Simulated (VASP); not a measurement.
Write the native input for VASP 6.6.1 that does the following.

- Task: single point
- Functional: PBE
- Potentials or basis: VASP PAW PBE potentials, release 64 (Sc_sv, Al, P)
- Cutoff: 520 eV
- k mesh: 4 × 4 × 4
- Occupations: gaussian, width 0.1 eV
- Spin: no spin polarisation
- Dipole correction: no
- Further INCAR settings: ALGO = Normal; EDIFF = 1e-07; NBANDS = 28

The structure of Sc3AlP lies in POSCAR:

```
Sc3AlP
1.0
    5.0017130638      0.0000000000      0.0000000000
    0.0000000000      5.0017130638      0.0000000000
    0.0000000000      0.0000000000      5.0017130638
Sc Al P
3 1 1
Direct
    0.5000000000      0.5000000000      0.0000000000
    0.0000000000      0.5000000000      0.5000000000
    0.5000000000      0.0000000000      0.5000000000
    0.5000000000      0.5000000000      0.5000000000
    0.0000000000      0.0000000000      0.0000000000
```

The input as run:

INCAR

```
SYSTEM = Sc3AlP
PREC = Accurate ; ENCUT = 520
EDIFF = 1E-7 ; ISMEAR = 0
SIGMA = 0.1 ; LREAL = .False.
LASPH = .True. ; NELM = 100
ALGO = Normal ; ISIF = 2
LWAVE = .False. ; LCHARG = .True.
GGA = PE ; LELF = .True.
LVHAR = .True. ; NBANDS = 28
```

KPOINTS

```
Automatic mesh
0
Gamma
  4 4 4
  0 0 0
```

Potentials or basis: VASP PAW PBE potentials, release 64 (Sc_sv, Al, P).

Run with:

```console
$ cat potpaw_PBE.64/Sc_sv/POTCAR potpaw_PBE.64/Al/POTCAR potpaw_PBE.64/P/POTCAR > POTCAR
$ mpirun -np 1 vasp_std > vasp.out
```

It gave:

| Property | Result |
| --- | --- |
| Pressure | 0.1 GPa |

It took 53 s on 1 thread of Intel(R) Xeon(R) Platinum 8259CL CPU @ 2.50GHz (Skylake/Cascade Lake), with other jobs on the host, peak memory 0.24 GiB.
